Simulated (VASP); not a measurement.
Runs of VASP 6.6.1 on NbAl4N3. The structure is that of space group Im-3m (No. 229), or close to it. The cells are those of the table. 

| task | spin | cell | k mesh | cutoff (eV) | gap on the mesh (eV) | pressure (GPa) | moment (μB) |
| --- | --- | --- | --- | --- | --- | --- | --- |
| single point | collinear, ferrimagnetic start | a = 6.100 Å, angles 109.5°, 8 atoms | 4 × 4 × 4 | 520 | none | (a) | 3.65 |
| single point | off | a = 5.014 Å, angles 109.5°, 8 atoms | 10 × 10 × 10 | 520 | none | -0.1 | - |
| relaxation of cell and atoms | off | relaxed from a = 5.014 Å, angles 109.5°, 8 atoms | 10 × 10 × 10 | 600 | none | 0.1 | - |
| relaxation of cell and atoms | collinear, zero start | relaxed from a = 6.100 Å, angles 109.5°, 8 atoms | 4 × 4 × 4 | 600 | none | -0.5 | 0.00 |
| single point | collinear, zero start | a = 5.014 Å, angles 109.5°, 8 atoms | 4 × 4 × 4 | 520 | none | -0.1 | 0.00 |

Alike in all rows: level PBE; potentials or basis VASP PAW PBE potentials, release 64 (Al, Nb_sv, N); smearing gaussian 0.1 eV.

Q: Estimate the missing entries.

A: (a) -19.0.

Caveats: some runs use coarse meshes.

A k mesh can miss the band edges, and the runs leave out spin-orbit coupling on Nb.

A gap of «none» marks levels without a gap at the run's occupations.
